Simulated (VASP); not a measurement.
# BAs (F-43m) in VASP: settings compared

Aim: see how the results for BAs move with the level of theory and the settings. Levels: BLYP+D4, PBE-based screened hybrid with 25 % exact exchange, RPBE+D4, revPBE+D3(BJ). Tasks: single point, relaxation of cell and atoms.

All numbers are computed with VASP 6.6.1; they aren't measurements. Logs are shortened: lines on timing, memory, paths and dates and some standing lists are left out, and cuts for length are marked.

## 1. The cell of the first run

Symmetry: F-43m, No. 216, cubic system. The conventional cell has a = 4.712 Å, b = 4.712 Å, c = 4.712 Å, α = 90.00°, β = 90.00°, γ = 90.00°. Within 2.7 Å of As (site symmetry -43m) lie 4 B at 2.04 Å. B (site symmetry -43m) has 4 As at 2.04 Å within 2.7 Å.

## 2. Single point, BLYP+D4

The input, INCAR:

```
SYSTEM = BAs
AGGAC    = 1.0          
AGGAX    = 1.0          
ALDAC    = 0.0          
ALDAX    = 1.0          
ALGO     = Normal         ! electronic algorithm
EDIFF    = 1E-6           ! SCF threshold, eV
ENCUT    = 560            ! plane-wave cutoff, eV
GGA      = B5             ! functional
GGA_COMPAT= .False.      
ISIF     = 2              ! what is computed and relaxed
ISMEAR   = -1             ! smearing method
IVDW     = 13             ! dispersion correction
LASPH    = .True.         ! aspherical terms in the spheres
LCHARG   = .False.        ! write CHGCAR
LREAL    = .False.        ! projectors in reciprocal space
LWAVE    = .False.        ! write WAVECAR
NBANDS   = 16             ! bands
NELM     = 120            ! most SCF steps
PREC     = Accurate       ! precision mode
SIGMA    = 0.05           ! smearing width, eV
VDW_A1   = 0.44488865   
VDW_A2   = 4.0933009    
VDW_S6   = 1.0          
VDW_S8   = 2.34076671
```

The input, KPOINTS:

```
k-points
0
Gamma
  10 10 10
  0 0 0
```

The input, POSCAR:

```
BAs
1.0
    0.0000000000      2.3562190158      2.3562190158
    2.3562190158      0.0000000000      2.3562190158
    2.3562190158      2.3562190158      0.0000000000
As B
1 1
Direct
    0.7500000000      0.7500000000      0.7500000000
    0.0000000000      0.0000000000      0.0000000000
```

Potentials or basis: VASP PAW PBE potentials, release 64 (As_d, B).

Started as:

```bash
cat potpaw_PBE.64/As_d/POTCAR potpaw_PBE.64/B/POTCAR > POTCAR
mpirun -np 1 vasp_std > vasp.out
```

OUTCAR:

```text
SYSTEM = BAs
   EDIFF = 1E-6
   ENCUT = 560
   GGA = B5
   ISIF = 2
   ISMEAR = -1
   IVDW = 13
   LASPH = .True.
   LREAL = .False.
   NELM = 120
   PREC = Accurate

 ion  position               nearest neighbor table
   1  0.750  0.750  0.750-   2 2.04   2 2.04   2 2.04   2 2.04
   2  0.000  0.000  0.000-   1 2.04   1 2.04   1 2.04   1 2.04

  LATTYP: Found a face centered cubic cell.
 ALAT       =     4.7124380316

  Lattice vectors:

 A1 = (   0.0000000000,   2.3562190158,   2.3562190158)
 A2 = (   2.3562190158,   0.0000000000,   2.3562190158)
 A3 = (   2.3562190158,   2.3562190158,   0.0000000000)

Analysis of symmetry for initial positions (statically):
=====================================================================
 Subroutine PRICEL returns:
 Original cell was already a primitive cell.

 Routine SETGRP: Setting up the symmetry group for a
 face centered cubic supercell.

 Subroutine GETGRP returns: Found 24 space group operations
 (whereof 24 operations were pure point group operations)
 out of a pool of 48 trial point group operations.

The static configuration has the point symmetry T_d .

Analysis of symmetry for dynamics (positions and initial velocities):
=====================================================================
 Subroutine PRICEL returns:
 Original cell was already a primitive cell.

 Routine SETGRP: Setting up the symmetry group for a
 face centered cubic supercell.

 Subroutine GETGRP returns: Found 24 space group operations
 (whereof 24 operations were pure point group operations)
 out of a pool of 48 trial point group operations.

The dynamic configuration has the point symmetry T_d .

 Subroutine INISYM returns: Found 24 space group operations
 (whereof 24 operations are pure point group operations),
 and found     1 'primitive' translations

----------------------------------------------------------------------------------------

                                     Primitive cell

  volume of cell :      26.1624

  direct lattice vectors                    reciprocal lattice vectors
     0.000000000  2.356219016  2.356219016    -0.212204382  0.212204382  0.212204382
     2.356219016  0.000000000  2.356219016     0.212204382 -0.212204382  0.212204382
     2.356219016  2.356219016  0.000000000     0.212204382  0.212204382 -0.212204382

  length of vectors
     3.332196888  3.332196888  3.332196888     0.367548771  0.367548771  0.367548771

  position of ions in fractional coordinates (direct lattice)
     0.750000000  0.750000000  0.750000000
     0.000000000  0.000000000  0.000000000

  ion indices of the primitive-cell ions
   primitive index   ion index
                 1           1
                 2           2

----------------------------------------------------------------------------------------

 KPOINTS: k-points

Automatic generation of k-mesh.
 Grid dimensions read from file:
 generate k-points for:   10   10   10

 Generating k-lattice:

  Cartesian coordinates                     Fractional coordinates (reciprocal lattice)
    -0.021220438  0.021220438  0.021220438     0.100000000  0.000000000  0.000000000
     0.021220438 -0.021220438  0.021220438     0.000000000  0.100000000  0.000000000
     0.021220438  0.021220438 -0.021220438     0.000000000  0.000000000  0.100000000

  Length of vectors
     0.036754877  0.036754877  0.036754877

  Shift w.r.t. Gamma in fractional coordinates (k-lattice)
     0.000000000  0.000000000  0.000000000

 Subroutine IBZKPT returns following result:
 ===========================================

 Found     47 irreducible k-points:

 Following reciprocal coordinates:
            Coordinates               Weight
  0.000000  0.000000  0.000000      1.000000
  0.100000  0.000000  0.000000      8.000000
  0.200000  0.000000  0.000000      8.000000
  0.300000  0.000000  0.000000      8.000000
  0.400000  0.000000  0.000000      8.000000
  0.500000  0.000000  0.000000      4.000000
[... 16 lines left out ...]
  0.300000  0.300000  0.000000      6.000000
  0.400000  0.300000  0.000000     24.000000
 [... further k-points ...]
   k-points           NKPTS =     47   k-points in BZ     NKDIM =     47   number of bands    NBANDS=     16
   number of dos      NEDOS =    301   number of ions     NIONS =      2
   total plane-waves  NPLWV =  21952
   dimension x,y,z NGX =    28 NGY =   28 NGZ =   28
   dimension x,y,z NGXF=    56 NGYF=   56 NGZF=   56
   ions per type =               1   1
   NGX,Y,Z   is equivalent  to a cutoff of  13.97, 13.97, 13.97 a.u.
   NGXF,Y,Z  is equivalent  to a cutoff of  27.94, 27.94, 27.94 a.u.
 SYSTEM =  BAs
   PREC   = accura    normal or accurate (medium, high low for compatibility)
   ISTART =      0    job   : 0-new  1-cont  2-samecut
   ICHARG =      2    charge: 1-file 2-atom 10-const
   ISPIN  =      1    spin polarized calculation?
   LNONCOLLINEAR =      F non collinear calculations
   LSORBIT =      F    spin-orbit coupling
   LASPH  =      T    aspherical Exc in radial PAW
   ENCUT  =  560.0 eV  41.16 Ry    6.42 a.u.   6.43  6.43  6.43*2*pi/ulx,y,z
   NELM   =    120;   NELMIN=  2; NELMDL= -5     # of ELM steps
   EDIFF  = 0.1E-05   stopping-criterion for ELM
   LREAL  =      F    real-space projection
   EDIFFG = 0.1E-04   stopping-criterion for IOM
   NSW    =      0    number of steps for IOM
   IBRION =     -1    ionic relax: 0-MD 1-quasi-New 2-CG
   NFREE  =      0    steps in history (QN), initial steepest desc. (CG)
   ISIF   =      2    stress and relaxation
   ISYM   =      2    0-nonsym 1-usesym 2-fastsym
   POTIM  = 0.5000    time-step for ionic-motion
   TEBEG  =    0.0;   TEEND  =   0.0 temperature during run
   PSTRESS=    0.0 pullay stress
   NELECT =      18.0000    total number of electrons
   NUPDOWN=      -1.0000    fix difference up-down
   EMIN   =  10.00;   EMAX   =-10.00  energy-range for DOS
   EFERMI =   0.00;   METHOD = LEGACY
   ISMEAR =    -1;   SIGMA  =   0.05  broadening in eV -4-tet -1-fermi 0-gaus
   EFERMI_NEDOS =   21; number of points for ismear=-14 and -15
   IALGO  =     38    algorithm
   IMIX   =      4    mixing-type and parameters
     AMIX     =   0.40;   BMIX     =  1.00
     AMIX_MAG =   1.60;   BMIX_MAG =  1.00
  volume/ion in A,a.u.               =      13.08        88.28
  Fermi-wavevector in a.u.,A,eV,Ry     =   1.445240  2.731108 28.418748  2.088719
  Thomas-Fermi vector in A             =   2.563444
   LORBIT       =      0    0 simple, 1 ext, 2 COOP (PROOUT), +10 PAW based schemes
   GGA     = B5    functional components
   LHFCALC =     F    Hartree Fock is set to
   AEXX    =    0.0000 exact exchange contribution
   IVDW    =    13    specifies the selected vdW correction
   LEPSILON=     F    determine dielectric tensor
   LRPA    =     F    only Hartree local field effects (RPA)
 non-spin polarized calculation
  energy-cutoff  :      560.00
  volume of cell :       26.16
 maximum number of plane-waves:       804
 NGX is ok and might be reduce to    28
   NGX = 13   NGY = 13   NGZ = 13

 number of electron      17.9999998 magnetization

 Free energy of the ion-electron system (eV)
  ---------------------------------------------------
  ext. energy  EPLUGINS =         0.00000000
  ---------------------------------------------------
  free energy    TOTEN  =        -9.96596955 eV

  energy without entropy =       -9.96596954  energy(sigma->0) =       -9.96596954

 E-fermi :   6.2559     XC(G=0): -10.6948

 val. band max:        5.5859141669   @ k =   0.0000   0.0000   0.0000
 cond. band min:       6.9612347434   @ k =   0.4000   0.4000   0.0000
 fundamental gap:      1.3753205765
 Fermi energy:         6.2559199823

 k-point     1 :       0.0000    0.0000    0.0000
  band No.  band energies     occupation
      1     -30.1319      2.00000
      2     -30.1319      2.00000
      3     -30.1319      2.00000
      4     -30.1020      2.00000
      5     -30.1020      2.00000
      6     -10.0902      2.00000
[... 8 lines left out ...]
     15      19.1842      0.00000
     16      19.1842      0.00000

 k-point     2 :       0.1000    0.0000    0.0000
  band No.  band energies     occupation
      1     -30.1316      2.00000
      2     -30.1310      2.00000
      3     -30.1310      2.00000
      4     -30.1019      2.00000
      5     -30.1019      2.00000
      6      -9.9216      2.00000
[... 8 lines left out ...]
     15      18.0203      0.00000
     16      18.0203      0.00000

 k-point     3 :       0.2000    0.0000    0.0000
  band No.  band energies     occupation
      1     -30.1306      2.00000
      2     -30.1288      2.00000
      3     -30.1288      2.00000
      4     -30.1016      2.00000
      5     -30.1016      2.00000
      6      -9.4242      2.00000
[... 8 lines left out ...]
     15      17.2599      0.00000
     16      17.4053      0.00000

 k-point     4 :       0.3000    0.0000    0.0000
  band No.  band energies     occupation
      1     -30.1294      2.00000
      2     -30.1265      2.00000
      3     -30.1265      2.00000
      4     -30.1008      2.00000
      5     -30.1008      2.00000
      6      -8.6345      2.00000
[... 8 lines left out ...]
     15      17.7152      0.00000
     16      17.7152      0.00000
[... 324 lines left out ...]
 k-point    22 :      -0.2000    0.2000    0.0000
  band No.  band energies     occupation
      1     -30.1289      2.00000
      2     -30.1252      2.00000
      3     -30.1251      2.00000
      4     -30.1025      2.00000
      5     -30.0999      2.00000
      6      -8.3643      2.00000
[... 8 lines left out ...]
     15      18.7384      0.00000
     16      20.3763      0.00000

 k-point    23 :       0.3000    0.3000    0.0000
  band No.  band energies     occupation
      1     -30.1360      2.00000
      2     -30.1195      2.00000
      3     -30.1195      2.00000
      4     -30.1066      2.00000
      5     -30.0973      2.00000
      6      -8.1228      2.00000
[... 8 lines left out ...]
     15      21.3534      0.00000
     16      21.4551      0.00000

 k-point    24 :       0.4000    0.3000    0.0000
  band No.  band energies     occupation
      1     -30.1357      2.00000
      2     -30.1175      2.00000
      3     -30.1172      2.00000
      4     -30.1071      2.00000
      5     -30.0965      2.00000
      6      -7.3747      2.00000
[... 8 lines left out ...]
     15      22.1249      0.00000
     16      22.2494      0.00000

 [... further k-points ...]

------------------------ aborting loop because EDIFF is reached ----------------------------------------

  DFT-D4 for vdW energy calculation

  Edisp (eV):   -1.51752

  FORCE on cell =-STRESS in cart. coord.  units (eV):
  Direction    XX          YY          ZZ          XY          YZ          ZX
  --------------------------------------------------------------------------------------
  -------------------------------------------------------------------------------------
  Total       0.80488     0.80488     0.80488     0.00000    -0.00000    -0.00000
  in kB      49.29080    49.29080    49.29080     0.00000    -0.00000    -0.00000
  external pressure =       49.29 kB  Pullay stress =        0.00 kB

 VOLUME and BASIS-vectors are now :
 -----------------------------------------------------------------------------
  energy-cutoff  :      560.00
  volume of cell :       26.16
      direct lattice vectors                 reciprocal lattice vectors
     0.000000000  2.356219016  2.356219016    -0.212204382  0.212204382  0.212204382
     2.356219016  0.000000000  2.356219016     0.212204382 -0.212204382  0.212204382
     2.356219016  2.356219016  0.000000000     0.212204382  0.212204382 -0.212204382

 POSITION                                       TOTAL-FORCE (eV/Angst)
 -----------------------------------------------------------------------------------
      3.53433      3.53433      3.53433        -0.000000     -0.000000     -0.000000
      0.00000      0.00000      0.00000         0.000000      0.000000      0.000000
 -----------------------------------------------------------------------------------
    total drift:                               -0.000001     -0.000001     -0.000001

  FREE ENERGIE OF THE ION-ELECTRON SYSTEM (eV)
  ---------------------------------------------------
  free  energy   TOTEN  =       -11.4834863024 eV

  energy  without entropy=      -11.4834862887  energy(sigma->0) =      -11.48348630
```

Run time: 28 s. Hardware: 1 thread of Intel Xeon Platinum 8375C at 2.90GHz (Ice Lake), shared host; peak memory 0.16 GiB.

Results:

```yaml
Free_energy: -11.4835 eV
Pressure: 4.9 GPa
Band_gap_on_the_k_mesh: 1.38 eV (least direct gap 3.42 eV)
Dispersion_energy_per_atom: -0.759 eV
```

Caveat: the cell stands under pressure; the PAW data sets were made with another functional, which shifts forces and pressure a little.

## 3. Relaxation of cell and atoms, PBE-based screened hybrid with 25 % exact exchange

This run uses another cell than the first one, of 13.63 Å³/atom.

The input, POSCAR:

```
BAs
1.0
    0.0000000000      2.3885000000      2.3885000000
    2.3885000000      0.0000000000      2.3885000000
    2.3885000000      2.3885000000      0.0000000000
As B
1 1
Direct
    0.7500000000      0.7500000000      0.7500000000
    0.0000000000      0.0000000000      0.0000000000
```

The input, INCAR.step1:

```
ALGO = Normal
EDIFF = 1E-5
ENCUT = 600
GGA = PE
ISMEAR = -1
LASPH = T
LCHARG = F
LREAL = F
LWAVE = T
NBANDS = 11
NELM = 80
PREC = Accurate
SIGMA = 0.05
```

The input, INCAR.step2:

```
AEXX = 0.25
ALGO = Normal
EDIFF = 1E-6
EDIFFG = -0.01
ENCUT = 600
GGA = PE
HFSCREEN = 0.3
IBRION = 2
ISIF = 3
ISMEAR = -1
ISTART = 1
LASPH = T
LCHARG = F
LHFCALC = T
LREAL = F
LWAVE = F
NELM = 80
NSW = 60
PREC = Accurate
PRECFOCK = Normal
SIGMA = 0.05
```

The input, KPOINTS:

```
k-points
0
Gamma
  5 5 5
```

Potentials or basis: VASP PAW PBE potentials, release 64 (As, B).

Started as:

```bash
cat potpaw_PBE.64/As/POTCAR potpaw_PBE.64/B/POTCAR > POTCAR
cp INCAR.step1 INCAR
mpirun -np 1 vasp_std > vasp.out
cp INCAR.step2 INCAR
mpirun -np 1 vasp_std > vasp.out
```

OUTCAR:

```text
AEXX = 0.25
   EDIFF = 1E-6
   EDIFFG = -0.01
   ENCUT = 600
   GGA = PE
   HFSCREEN = 0.3
   IBRION = 2
   ISIF = 3
   ISMEAR = -1
   ISTART = 1
   LASPH = T
   LHFCALC = T
   LREAL = F
   NELM = 80
   NSW = 60
   PREC = Accurate
   PRECFOCK = Normal

 ion  position               nearest neighbor table
   1  0.750  0.750  0.750-   2 2.07   2 2.07   2 2.07   2 2.07
   2  0.000  0.000  0.000-   1 2.07   1 2.07   1 2.07   1 2.07

  LATTYP: Found a face centered cubic cell.
 ALAT       =     4.7770000000

  Lattice vectors:

 A1 = (   0.0000000000,   2.3885000000,   2.3885000000)
 A2 = (   2.3885000000,   0.0000000000,   2.3885000000)
 A3 = (   2.3885000000,   2.3885000000,   0.0000000000)

Analysis of symmetry for initial positions (statically):
=====================================================================
 Subroutine PRICEL returns:
 Original cell was already a primitive cell.

 Routine SETGRP: Setting up the symmetry group for a
 face centered cubic supercell.

 Subroutine GETGRP returns: Found 24 space group operations
[... 161 lines left out ...]
 cond. band min:       7.4828698197   @ k =   0.4000   0.4000   0.0000
 fundamental gap:      1.6746657933
 Fermi energy:         6.6281599303

 k-point     1 :       0.0000    0.0000    0.0000
  band No.  band energies     occupation
      1     -11.0202      2.00000
      2       5.8082      2.00000
      3       5.8082      2.00000
      4       5.8082      2.00000
      5       9.7469      0.00000
      6       9.7469      0.00000
      7       9.7469      0.00000
      8      11.4849      0.00000
[... 89 lines left out ...]
 k-point    10 :      -0.4000    0.4000    0.2000
  band No.  band energies     occupation
      1      -6.8921      2.00000
      2      -2.5503      2.00000
      3      -0.0658      2.00000
      4       1.3487      2.00000
      5      10.9400      0.00000
      6      11.8787      0.00000
      7      12.7540      0.00000
      8      16.6144      0.00000

------------------------ aborting loop because EDIFF is reached ----------------------------------------

  FORCE on cell =-STRESS in cart. coord.  units (eV):
  Direction    XX          YY          ZZ          XY          YZ          ZX
  --------------------------------------------------------------------------------------
  -------------------------------------------------------------------------------------
  Total       -0.0146630     -0.0146630     -0.0146630      0.0000000      0.0000000     -0.0000000
  in kB       -0.8620401     -0.8620401     -0.8620401      0.0000000      0.0000000     -0.0000000
  external PRESSURE =      -0.8620401 kB  Pullay stress =       0.0000000 kB

 VOLUME and BASIS-vectors are now :
 -----------------------------------------------------------------------------
  energy-cutoff  :      600.00
  volume of cell :       27.25
      direct lattice vectors                 reciprocal lattice vectors
     0.000000000  2.388500000  2.388500000    -0.209336404  0.209336404  0.209336404
     2.388500000  0.000000000  2.388500000     0.209336404 -0.209336404  0.209336404
     2.388500000  2.388500000  0.000000000     0.209336404  0.209336404 -0.209336404

 POSITION                                       TOTAL-FORCE (eV/Angst)
 -----------------------------------------------------------------------------------
      3.58275      3.58275      3.58275         0.000000      0.000000     -0.000000
      0.00000      0.00000      0.00000        -0.000000     -0.000000      0.000000
 -----------------------------------------------------------------------------------
    total drift:                                0.000000      0.000000      0.000000

  FREE ENERGIE OF THE ION-ELECTRON SYSTEM (eV)
  ---------------------------------------------------
  free  energy   TOTEN  =       -12.8630550366 eV

  energy  without entropy=      -12.8630550302  energy(sigma->0) =      -12.86305503

 reached required accuracy - stopping structural energy minimisation
```

OSZICAR.step1:

```text
N       E                     dE             d eps       ncg     rms          rms(c)
DAV:   1     0.162070203292E+02    0.16207E+02   -0.43094E+03   220   0.736E+02
DAV:   2    -0.111221983733E+02   -0.27329E+02   -0.26082E+02   285   0.109E+02
DAV:   3    -0.120020578361E+02   -0.87986E+00   -0.87806E+00   276   0.185E+01
DAV:   4    -0.120042601279E+02   -0.22023E-02   -0.22022E-02   250   0.107E+00
DAV:   5    -0.120042635479E+02   -0.34200E-05   -0.34202E-05   253   0.444E-02    0.496E+00
DAV:   6    -0.114190700709E+02    0.58519E+00   -0.16271E+00   232   0.518E+00    0.241E+00
DAV:   7    -0.113577870418E+02    0.61283E-01   -0.19380E-01   247   0.217E+00    0.991E-01
DAV:   8    -0.113508334439E+02    0.69536E-02   -0.21212E-02   244   0.833E-01    0.103E-01
DAV:   9    -0.113511816553E+02   -0.34821E-03   -0.78835E-04   244   0.163E-01    0.612E-02
DAV:  10    -0.113513565317E+02   -0.17488E-03   -0.21319E-04   234   0.893E-02    0.122E-02
DAV:  11    -0.113513625856E+02   -0.60539E-05   -0.54734E-06   237   0.159E-02
   1 F= -.11351363E+02 E0= -.11351362E+02  d E =-.716188E-06
```

Wall time 4.3 min (1 thread of Intel Xeon Platinum 8259CL at 2.50GHz (Skylake/Cascade Lake), shared host); peak memory 0.27 GiB.

What came out:

```yaml
Free_energy: -12.8631 eV
Pressure_after_relaxing: -0.1 GPa
Band_gap_on_the_k_mesh: 1.67 eV (least direct gap 3.94 eV)
```

Final structure:
```
As B
1.0
     0.00000    2.38850    2.38850
     2.38850    0.00000    2.38850
     2.38850    2.38850    0.00000
As B
1 1
Direct
  0.75000 0.75000 0.75000
  0.00000 0.00000 0.00000
```

Caveat: the k points lie up to 0.46 Å⁻¹ apart in the final cell; the relaxation stopped at its first step, so nothing moved; the PAW data sets were made with another functional, which shifts forces and pressure a little; an odd mesh through Γ misses points on the zone boundary, where band edges can lie.

[end of part 1 of 2]
